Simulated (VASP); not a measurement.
A run of VASP 6.6.1:

INCAR

```
SYSTEM = Mg2ZnO3
  ALGO = Normal
  EDIFF = 1E-7
  ENCUT = 520
  GGA = PS
  ISIF = 2
  ISMEAR = -1
  LASPH = .True.
  LCHARG = .True.
  LELF = .True.
  LREAL = .False.
  LVHAR = .True.
  LWAVE = .False.
  NBANDS = 26
  NELM = 60
  PREC = Accurate
  SIGMA = 0.05
```

File KPOINTS:

```
k-points
0
Gamma
  6 6 4
  0 0 0
```

File POSCAR:

```
Mg2ZnO3
1.0
    4.0483195879     -0.6210233193      1.0532364019
    4.5333499956      2.3334544810      0.9309340547
   -3.3408543297     -0.8103179352      3.8733319141
Mg Zn O
2 1 3
Direct
    0.4332515371      0.6505196519      0.8154708691
    0.4332494644      0.3195398829      0.1535062321
    0.4332537880     -0.0149738479      0.4844884217
    0.9332519400      0.9850306677      0.4844892719
    0.9332340702      0.6553238803      0.8250406973
   -0.0667307693      0.3147379736      0.1439376745
```

Potentials or basis: VASP PAW PBE potentials, release 64 (Mg, Zn, O).

Command:

```bash
$ cat potpaw_PBE.64/Mg/POTCAR potpaw_PBE.64/Zn/POTCAR potpaw_PBE.64/O/POTCAR > POTCAR
$ mpirun -np 1 vasp_std > vasp.out
```

Hardware: 1 thread of Intel(R) Xeon(R) 6975P-C (Granite Rapids), on a shared host.

Task: Estimate the wall time of this run.

Result: Wall time 62 s on 1 thread of Intel(R) Xeon(R) 6975P-C (Granite Rapids), with other jobs on the host, peak memory 0.28 GiB. Counts: scf iterations 15, k points 70.
